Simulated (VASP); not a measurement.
# Sc (P6_3/mmc) in VASP: notebook

Sc is run at these levels: LDA; tasks: single point.

All numbers are computed with VASP 6.6.1; they aren't measurements. Logs are shortened: lines on timing, memory, paths and dates and some standing lists are left out, and cuts for length are marked.

## (1) The cell of the first run

Symmetry: P6_3/mmc, No. 194, hexagonal system. Conventional cell: a = 3.342 Å, b = 3.342 Å, c = 5.268 Å, α = 90.00°, β = 90.00°, γ = 120.00°. Sc (site symmetry -6m2) has 12 Sc at 3.27 to 3.34 Å within 4.3 Å.

## (2) Single point, LDA (equal xx and yy strain of +1 %)

File INCAR:

```
ALGO = Normal
EDIFF = 1E-7
ENCUT = 520
GGA = CA
ISIF = 2
ISMEAR = -1
LASPH = True
LCHARG = True
LELF = True
LREAL = False
LVHAR = True
LWAVE = False
NBANDS = 18
NELM = 60
PREC = Accurate
SIGMA = 0.03
```

File KPOINTS:

```
k-points
0
Gamma
  13 13 7
```

File POSCAR:

```
Sc
1.0
    3.3418858763      0.0000000000      0.0000000000
   -1.6709429381      2.8941580654      0.0000000000
    0.0000000000      0.0000000000      5.2680000000
Sc
2
Direct
    0.3333333333      0.6666666667      0.2500000000
    0.6666666667      0.3333333333      0.7500000000
```

Potentials or basis: VASP PAW LDA potentials, release 64 (Sc_sv).

The run is started by

```console
$ cat potpaw_LDA.64/Sc_sv/POTCAR > POTCAR
$ mpirun -np 1 vasp_std > vasp.out
```

OUTCAR:

```text
EDIFF = 1E-7
   ENCUT = 520
   GGA = CA
   ISIF = 2
   ISMEAR = -1
   LASPH = True
   LREAL = False
   NELM = 60
   PREC = Accurate

 ion  position               nearest neighbor table
   1  0.333  0.667  0.250-   2 3.27   2 3.27   2 3.27   2 3.27   2 3.27   2 3.27
   2  0.667  0.333  0.750-   1 3.27   1 3.27   1 3.27   1 3.27   1 3.27   1 3.27

  LATTYP: Found a hexagonal cell.
 ALAT       =     3.3418858763
 C/A-ratio  =     1.5763554457

  Lattice vectors:

 A1 = (   3.3418858763,   0.0000000000,   0.0000000000)
 A2 = (  -1.6709429381,   2.8941580654,   0.0000000000)
 A3 = (   0.0000000000,   0.0000000000,   5.2680000000)

Analysis of symmetry for initial positions (statically):
=====================================================================
 Subroutine PRICEL returns:
 Original cell was already a primitive cell.

 Routine SETGRP: Setting up the symmetry group for a
 hexagonal supercell.

 Subroutine GETGRP returns: Found 24 space group operations
 (whereof 12 operations were pure point group operations)
 out of a pool of 24 trial point group operations.

The static configuration has the point symmetry D_3d.
 The point group associated with its full space group is D_6h.

Analysis of symmetry for dynamics (positions and initial velocities):
=====================================================================
 Subroutine PRICEL returns:
 Original cell was already a primitive cell.

 Routine SETGRP: Setting up the symmetry group for a
 hexagonal supercell.

 Subroutine GETGRP returns: Found 24 space group operations
 (whereof 12 operations were pure point group operations)
 out of a pool of 24 trial point group operations.

The dynamic configuration has the point symmetry D_3d.
 The point group associated with its full space group is D_6h.

 Subroutine INISYM returns: Found 24 space group operations
 (whereof 12 operations are pure point group operations),
 and found     1 'primitive' translations

----------------------------------------------------------------------------------------

                                     Primitive cell

  volume of cell :      50.9518

  direct lattice vectors                    reciprocal lattice vectors
     3.341885876  0.000000000  0.000000000     0.299232241  0.172761815  0.000000000
[... 81 lines left out ...]
   LNONCOLLINEAR =      F non collinear calculations
   LSORBIT =      F    spin-orbit coupling
   LASPH  =      T    aspherical Exc in radial PAW
   ENCUT  =  520.0 eV  38.22 Ry    6.18 a.u.   6.21  6.21  9.79*2*pi/ulx,y,z
   NELM   =     60;   NELMIN=  2; NELMDL= -5     # of ELM steps
   EDIFF  = 0.1E-06   stopping-criterion for ELM
   LREAL  =      F    real-space projection
   EDIFFG = 0.1E-05   stopping-criterion for IOM
   NSW    =      0    number of steps for IOM
   IBRION =     -1    ionic relax: 0-MD 1-quasi-New 2-CG
   NFREE  =      0    steps in history (QN), initial steepest desc. (CG)
   ISIF   =      2    stress and relaxation
   ISYM   =      2    0-nonsym 1-usesym 2-fastsym
   POTIM  = 0.5000    time-step for ionic-motion
   TEBEG  =    0.0;   TEEND  =   0.0 temperature during run
   PSTRESS=    0.0 pullay stress
   NELECT =      22.0000    total number of electrons
   NUPDOWN=      -1.0000    fix difference up-down
   EMIN   =  10.00;   EMAX   =-10.00  energy-range for DOS
   EFERMI =   0.00;   METHOD = LEGACY
   ISMEAR =    -1;   SIGMA  =   0.03  broadening in eV -4-tet -1-fermi 0-gaus
   EFERMI_NEDOS =   21; number of points for ismear=-14 and -15
   IALGO  =     38    algorithm
   IMIX   =      4    mixing-type and parameters
     AMIX     =   0.40;   BMIX     =  1.00
     AMIX_MAG =   1.60;   BMIX_MAG =  1.00
  volume/ion in A,a.u.               =      25.48       171.92
  Fermi-wavevector in a.u.,A,eV,Ry     =   1.237359  2.338270 20.831311  1.531058
  Thomas-Fermi vector in A             =   2.371930
   LORBIT       =      0    0 simple, 1 ext, 2 COOP (PROOUT), +10 PAW based schemes
   GGA     = CA    functional components
   LHFCALC =     F    Hartree Fock is set to
   AEXX    =    0.0000 exact exchange contribution
   IVDW    =     0    specifies the selected vdW correction
   LEPSILON=     F    determine dielectric tensor
   LRPA    =     F    only Hartree local field effects (RPA)
 non-spin polarized calculation
  energy-cutoff  :      520.00
  volume of cell :       50.95
 maximum number of plane-waves:      1387
 NGX is ok and might be reduce to    28
   NGX = 13   NGY = 13   NGZ = 19

 number of electron      22.0000002 magnetization

 Free energy of the ion-electron system (eV)
  ---------------------------------------------------
  ext. energy  EPLUGINS =         0.00000000
  ---------------------------------------------------
  free energy    TOTEN  =       -13.33090327 eV

  energy without entropy =      -13.31655315  energy(sigma->0) =      -13.32372821

 E-fermi :   3.2763     XC(G=0): -10.0082

 val. band max:        3.2755171459   @ k =   0.3846   0.0769   0.4286
 cond. band min:       3.2814303586   @ k =   0.2308   0.0000   0.2857
 fundamental gap:      0.0059132126
 Fermi energy:         3.2763463145

 k-point     1 :       0.0000    0.0000    0.0000
  band No.  band energies     occupation
      1     -45.6307      2.00000
      2     -45.5680      2.00000
      3     -24.7725      2.00000
      4     -24.4640      2.00000
      5     -24.4640      2.00000
      6     -24.4055      2.00000
[... 481 lines left out ...]
      5     -24.4784      2.00000
      6     -24.4720      2.00000
[... 10 lines left out ...]
     17       5.5562      0.00000
     18       5.6093      0.00000

 [... further k-points ...]

------------------------ aborting loop because EDIFF is reached ----------------------------------------

  FORCE on cell =-STRESS in cart. coord.  units (eV):
  Direction    XX          YY          ZZ          XY          YZ          ZX
  --------------------------------------------------------------------------------------
  -------------------------------------------------------------------------------------
  Total       -1.8208193     -1.8208193     -2.1760296     -0.0000000      0.0000000     -0.0000000
  in kB      -57.2555788    -57.2555788    -68.4251486     -0.0000000      0.0000000     -0.0000000
  external PRESSURE =     -60.9787687 kB  Pullay stress =       0.0000000 kB

 VOLUME and BASIS-vectors are now :
 -----------------------------------------------------------------------------
  energy-cutoff  :      520.00
  volume of cell :       50.95
      direct lattice vectors                 reciprocal lattice vectors
     3.341885876  0.000000000  0.000000000     0.299232241  0.172761815  0.000000000
    -1.670942938  2.894158065  0.000000000     0.000000000  0.345523630  0.000000000
     0.000000000  0.000000000  5.268000000     0.000000000  0.000000000  0.189825361

 POSITION                                       TOTAL-FORCE (eV/Angst)
 -----------------------------------------------------------------------------------
     -0.00000      1.92944      1.31700        -0.000000      0.000000      0.000000
      1.67094      0.96472      3.95100         0.000000      0.000000      0.000000
 -----------------------------------------------------------------------------------
    total drift:                               -0.000000      0.000000     -0.000000

  FREE ENERGIE OF THE ION-ELECTRON SYSTEM (eV)
  ---------------------------------------------------
  free  energy   TOTEN  =       -13.3309032699 eV

  energy  without entropy=      -13.3165531468  energy(sigma->0) =      -13.32372821
```

It took 49 s on 1 thread of Intel Xeon Platinum 8488C (Sapphire Rapids), shared host; peak memory 0.19 GiB.

What came out:

```yaml
Free_energy: -13.3309 eV
Pressure: -6.1 GPa
Band_gap_on_the_k_mesh: zero (band 11 reaches 4.00 eV, above the bottom of band 12 at 2.81 eV)
```

Levels at points of the mesh, in eV from the Fermi level:
| k point | band 8 | band 9 | band 10 | band 11 | band 12 | band 13 | band 14 | band 15 |
| --- | --- | --- | --- | --- | --- | --- | --- | --- |
| (0.00, 0.00, 0.00) | -27.65 | -5.02 | -1.63 | 0.55 | 1.49 | 1.49 | 1.67 | 1.90 |

Caveat: the cell differs from its parent crystal (equal xx and yy strain of +1 %).

## (3) Single point, LDA (volume scaled by 1.04)

File INCAR:

```
ALGO = Normal ; EDIFF = 1E-6
ENCUT = 520 ; ISIF = 2
ISMEAR = -1 ; LASPH = True
LCHARG = False ; LREAL = False
LWAVE = False ; NBANDS = 18
NELM = 60 ; PREC = Accurate
SIGMA = 0.03
```

KPOINTS is that of step 2.

File POSCAR:

```
Sc
1.0
    3.3523397050      0.0000000000      0.0000000000
   -1.6761698524      2.9032113466      0.0000000000
    0.0000000000      0.0000000000      5.3373237393
Sc
2
Direct
    0.3333333333      0.6666666667      0.2500000000
    0.6666666667      0.3333333333      0.7500000000
```

Potentials or basis: VASP PAW LDA potentials, release 64 (Sc_sv).

The run is started by

```console
$ cat potpaw_LDA.64/Sc_sv/POTCAR > POTCAR
$ mpirun -np 1 vasp_std > vasp.out
```

Wall time 45 s (1 thread of Intel Xeon Platinum 8488C (Sapphire Rapids), shared host); peak memory 0.19 GiB.

Results (log left out):

```
Free energy            : -13.2882 eV
Pressure               : -6.8 GPa
Band gap on the k mesh : zero (band 11 reaches 3.85 eV, above the bottom of band 12 at 2.73 eV)
```

Stress tensor (GPa, compression positive):
```
-6.28  0.00  0.00
 0.00 -6.28  0.00
 0.00  0.00 -7.93
```

Levels at points of the mesh, in eV from the Fermi level:
```csv
k point,band 9,band 10,band 11,band 12,band 13,band 14
"(0.00, 0.00, 0.00)",-4.99,-1.63,0.45,1.47,1.47,1.59
```
